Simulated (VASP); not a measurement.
The system is TaF3.

```
Ta F
1.0
     3.94771    0.00000    0.00000
     0.00000    3.94771    0.00000
     0.00000    0.00000    3.94771
Ta F
1 3
Direct
  0.00000 0.00000 0.00000
  0.50000 0.00000 0.00000
  0.00000 0.50000 0.00000
  0.00000 0.00000 0.50000
```

```yaml
Program: VASP 6.6.1
Task: relaxation of cell and atoms
Functional: PBE
Potentials_or_basis: VASP PAW PBE potentials, release 64 (Ta_pv, F)
Cutoff: 600 eV
k_mesh: 5 × 5 × 5
Occupations: fermi-dirac, width 0.1 eV
Spin: no spin polarisation
```

At the start: pressure 18.9 GPa; volume 15.38 Å³/atom.

**Question.** How do energy, volume and symmetry change on relaxing?

**Answer.** Over 16 steps the energy falls by 113.7 meV/atom and the volume is 17.55 Å³/atom (+14.1 %); space group Pm-3m (No. 221, to 0.05 Å).

Step by step:
```csv
step,energy change (eV),largest force (eV/Å),pressure (GPa),volume (Å³)
1,0.0000,0.0000,18.87,61.52
2,-0.1628,0.0000,-9.54,79.10
3,-0.4547,0.0000,-0.17,70.39
4,-0.4548,0.0000,0.10,70.20
5,-0.4548,0.0000,0.10,70.20
6,-0.4548,0.0000,0.10,70.20
7,-0.4548,0.0000,0.10,70.20
8,-0.4548,0.0000,0.10,70.20
9,-0.4548,0.0000,0.10,70.20
10,-0.4548,0.0000,0.10,70.20
11,-0.4548,0.0000,0.10,70.20
12,-0.4548,0.0000,0.10,70.20
13,-0.4548,0.0000,0.10,70.20
14,-0.4548,0.0000,0.10,70.21
15,-0.4548,0.0000,0.09,70.21
16,-0.4548,0.0000,0.08,70.21
```

Final structure:
```
Ta F
1.0
     4.12546    0.00000    0.00000
     0.00000    4.12546    0.00000
     0.00000    0.00000    4.12546
Ta F
1 3
Cartesian
  0.0000 0.0000 0.0000
  2.0627 0.0000 0.0000
  0.0000 2.0627 0.0000
  0.0000 0.0000 2.0627
```

Caveat: the volume moved by +14 % from the deposited cell, more than functionals usually miss.
